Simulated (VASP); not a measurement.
# Nb: single point with PBEsol

Crystal: Nb.

```
Nb
1.0
     0.00000    2.11500    2.17845
     2.11500    0.00000    2.17845
     2.11500    2.11500    0.00000
Nb
1
Direct
  0.00000 0.00000 0.00000
```

This cell differs from its parent crystal: zz strain of +3 %.

```
Program             : VASP 6.6.1
Task                : single point
Functional          : PBEsol
Potentials or basis : VASP PAW PBE potentials, release 64 (Nb_sv)
Cutoff              : 520 eV
k mesh              : 13 × 13 × 13
Occupations         : fermi-dirac, width 0.08 eV
Spin                : no spin polarisation
```

| Item | Value |
| --- | --- |
| Pressure | -11.3 GPa |

Stress tensor (GPa, compression positive):
```
-13.36   0.00   0.00
  0.00 -13.36   0.00
  0.00   0.00  -7.24
```

Levels at points of the mesh, in eV from the Fermi level:
```tsv
k point	band 4	band 5	band 6	band 7	band 8	band 9
(0.00, 0.00, 0.00)	-30.19	-6.14	-0.07	0.26	0.26	2.37
```

Run time: 12 s on 1 thread of Intel(R) Xeon(R) 6975P-C (Granite Rapids), with other jobs on the host, peak memory 0.17 GiB.

Caveat: the cell differs from its parent crystal (zz strain of +3 %); the PAW data sets were made with another functional, which shifts forces and pressure a little.
